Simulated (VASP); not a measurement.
Runs of VASP 6.6.1 on Ti. The structure is that of space group Fm-3m (No. 225), or close to it. The cells are those of the table. 

```tsv
cell	gap on the mesh (eV)	pressure (GPa)
a = 2.914 Å, angles 60.0°, 1 atom	none	-0.4
a = 2.785 Å, angles 60.0°, 1 atom	none	(b)
a = 2.957 Å, angles 60.0°, 1 atom	none	-4.9
a = 2.828 Å, angles 60.0°, 1 atom	none	11.0
a = 2.806, b = 2.806, c = 2.785 Å, angles 60.3, 60.3, 59.5°, 1 atom	none	(a)
a = 2.850, b = 2.850, c = 2.785 Å, angles 60.8, 60.8, 58.5°, 1 atom	none	11.1
a = 2.806, b = 2.806, c = 2.828 Å, angles 59.7, 59.7, 60.5°, 1 atom	none	13.2
a = 2.828, b = 2.828, c = 2.785 Å, angles 60.5, 60.5, 59.0°, 1 atom	none	13.2
```

Alike in all rows: task single point; level r2SCAN; potentials or basis VASP PAW PBE potentials, release 64 (Ti_sv); no spin polarisation; k mesh 20 × 20 × 20; cutoff (eV) 520; smearing gaussian 0.15 eV.

Q: Estimate the missing entries.

A: (a) 15.7; (b) 18.1.

Caveats: the PAW data sets were made with another functional, which shifts forces and pressure a little.

A gap of «none» marks levels without a gap at the run's occupations.
